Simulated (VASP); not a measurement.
Crystal: MnO2.

```xyz
3
Lattice="2.5246 -1.4576 -0.0004 2.5246 1.4576 -0.0004 -1.6653 0.0000 4.6432" Properties=species:S:1:pos:R:3 pbc="T T T"
Mn    0.0000    0.0000    0.0000
O     3.3662    0.0000    0.9750
O     0.0177    0.0000    3.6674
```

| Item | Value |
| --- | --- |
| Program | VASP 6.6.1 |
| Task | relaxation of cell and atoms |
| Functional | PBE |
| Dispersion | D3(BJ) |
| Potentials or basis | VASP PAW PBE potentials, release 64 (Mn_sv, O) |
| Cutoff | 600 eV |
| k mesh | 8 × 8 × 4 |
| Occupations | gaussian, width 0.1 eV |
| Spin | collinear spin, ferromagnetic start |
| Starting moments | [2.83, 0.0, 0.0] μB |

At the start: pressure -10.1 GPa; volume 11.39 Å³/atom.

Question: How do energy, volume and symmetry change on relaxing?

Answer: Over 8 steps the energy falls by 21.3 meV/atom and the volume is 10.68 Å³/atom (-6.2 %); space group R-3m (No. 166, to 0.05 Å); moment 3.00 μB per cell.

The path:
```tsv
step	energy change (eV)	largest force (eV/Å)	pressure (GPa)	volume (Å³)
1	0.0000	0.7255	-10.09	34.17
2	0.0701	1.4740	17.65	30.74
3	-0.0611	0.0719	-0.42	32.70
4	-0.0611	0.0894	-0.25	32.67
5	-0.0618	0.0582	-0.19	32.58
6	-0.0623	0.0081	-0.06	32.39
7	-0.0629	0.0083	-0.07	32.30
8	-0.0640	0.0136	-0.06	32.05
```

Final structure:
```yaml
crystal:
  lattice:
    - [2.47894, -1.43108, -0.00133]
    - [2.47894, 1.43108, -0.00133]
    - [-1.63697, 0.00000, 4.51824]
  atoms:
    - { symbol: Mn, position: [0.00000, 0.00000, 0.00000] }
    - { symbol: O, position: [0.73653, 0.73653, 0.21162] }
    - { symbol: O, position: [0.26347, 0.26347, 0.78838] }
```

Caveat: a cell with one magnetic atom can't hold antiferromagnetic order, which such compounds often take; the relaxation stopped at a loose force limit of 0.05 eV/Å, so its end isn't a converged minimum.
